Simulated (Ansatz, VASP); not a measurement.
# SiC: VASP beside Ansatz

```
CELL_PARAMETERS angstrom
0.00000 2.00008 2.34792
2.00008 0.00000 2.34792
2.00008 2.00008 0.00000
ATOMIC_POSITIONS crystal
Si 0.00000 0.00000 0.00000
C 0.75000 0.75000 0.75000
```

Change from the starting cell: strain -0.080 along x and y, +0.080 along z, atoms carried along.

Alike in both runs: task single point; functional r2SCAN; k mesh 12 × 12 × 12; occupations gaussian, width 0.05 eV; no spin polarisation.

|  | VASP | Ansatz |
| --- | --- | --- |
| version | VASP 6.6.1 | Ansatz 0.2.0 |
| potentials or method | VASP PAW PBE potentials, release 64 (Si, C), cutoff 520 eV | scalar-relativistic, plane waves, PAW |
| valence electrons in the cell | 8 | 8 |

Ansatz gave:

| Item | Value |
| --- | --- |
| gap on the k mesh at the Fermi level (eV) | 0.62 |
| least direct gap on the mesh (eV) | 4.47 |
| pressure (GPa) | 24.0 |
| traceless stress, the component that is largest in VASP (GPa) | -42.53 |

Q: Which values does VASP return?

A: gap on the k mesh at the Fermi level (eV): 0.63; least direct gap on the mesh (eV): 4.49; pressure (GPa): 23.8; traceless stress, the component that is largest in VASP (GPa): -42.70.

VASP's potentials were made for PBE, not for r2SCAN.
